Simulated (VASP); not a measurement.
Set up this calculation in VASP 6.6.1, as the native input.

```yaml
Task: relaxation of cell and atoms
Functional: PBE
Potentials_or_basis: VASP PAW PBE potentials, release 64 (Ga_d, P, As)
Cutoff: 600 eV
k_mesh: 4 × 4 × 2
Occupations: gaussian, width 0.1 eV
Spin: no spin polarisation
Dipole_correction: no
Further_INCAR_settings: ALGO = Normal; EDIFF = 1e-06; IBRION = 2; EDIFFG = -0.025; NSW = 80; ISIF = 3
```

The structure of Ga4AsP3 lies in POSCAR:

```
Ga4AsP3
1.0
    3.8650977631      0.0730282860     -0.0164191784
    0.0730282860      3.9332889449     -0.0302005870
   -0.0464432174     -0.0854252504     10.9969541246
Ga P As
4 3 1
Direct
    0.4819718253     -0.0064658577      0.8682245939
    0.0227739307      0.5012949793      0.6206693130
    0.5012119560     -0.0174591859      0.3787916342
   -0.0147363475      0.5017046944      0.1328115295
    0.0035811364      0.0202337270      0.5001343642
    0.5018994161      0.5050960578      0.2604125362
    0.4950612940      0.4857059988      0.7410130869
    0.0082367890      0.0098895862     -0.0020570579
```

The input as run:

INCAR

```
PREC     = Accurate       # precision mode
ENCUT    = 600            # plane-wave cutoff, eV
EDIFF    = 1E-6           # SCF threshold, eV
ISMEAR   = 0              # smearing method
SIGMA    = 0.1            # smearing width, eV
LREAL    = False          # projectors in reciprocal space
LASPH    = True           # aspherical terms in the spheres
NELM     = 100            # most SCF steps
ALGO     = Normal         # electronic algorithm
ISIF     = 3              # what is computed and relaxed
LWAVE    = False          # write WAVECAR
LCHARG   = False          # write CHGCAR
GGA      = PE             # functional
IBRION   = 2              # ionic algorithm
NSW      = 80             # ionic steps
EDIFFG   = -0.025         # ionic threshold
```

KPOINTS

```
regular mesh
0
Gamma
  4 4 2
```

Potentials or basis: VASP PAW PBE potentials, release 64 (Ga_d, P, As).

Run with:

```sh
$ cat potpaw_PBE.64/Ga_d/POTCAR potpaw_PBE.64/P/POTCAR potpaw_PBE.64/As/POTCAR > POTCAR
$ mpirun -np 1 vasp_std > vasp.out
```

Results of the run:

The relaxed volume is 21.57 Å³/atom and the relaxed cell is a = 3.953 Å, b = 3.953 Å, c = 11.041 Å, α = 90.01°, β = 89.99°, γ = 89.98°. The space group after relaxing (to 0.1 Å) is P-4m2 (No. 115) and the energy gained by relaxing is 45.3 meV/atom. The ionic steps are 17, the pressure after relaxing is 0.0 GPa and the largest force after relaxing is 0.017 eV/Å. The band gap on the k mesh is 1.15 eV.

Wall time 23 min on 1 thread of Oxide Virtual Turin-like Processor, with other jobs on the host, peak memory 0.36 GiB.
